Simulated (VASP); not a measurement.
## NaH: phonons with r2SCAN

NaH:

```xyz
2
Lattice="2.2971 2.2971 0.0000 -2.2971 2.2971 0.0000 0.0000 2.2971 2.2971" Properties=species:S:1:pos:R:3 pbc="T T T"
Na    0.0000    0.0000    0.0000
H     0.0000    2.2971    0.0000
```

```
Program                : VASP 6.6.1
Task                   : phonons
Functional             : r2SCAN
Potentials or basis    : VASP PAW PBE potentials, release 64 (Na_pv, H)
Cutoff                 : 520 eV
k mesh                 : 8 × 8 × 8
Occupations            : gaussian, width 0.01 eV
Spin                   : no spin polarisation
Dipole correction      : no
Further INCAR settings : ALGO = Normal; EDIFF = 1e-08; IBRION = 6; POTIM = 0.015; NSW = 1
```

```yaml
Highest_phonon_frequency_at_Γ: 666 cm⁻¹
Most_unstable_mode: 46i cm⁻¹
```

Phonon frequencies in cm⁻¹ (negative: imaginary):
| q point | frequencies |
| --- | --- |
| (0.000, 0.000, 0.000) | -46 -46 -46 666 666 666 |

It took 110 s on 1 thread of AMD EPYC 9R45 96-Core Processor (Zen 5), with other jobs on the host, peak memory 0.13 GiB.

Caveat: the cell stands under pressure or tension, which shifts response properties; some modes are imaginary.
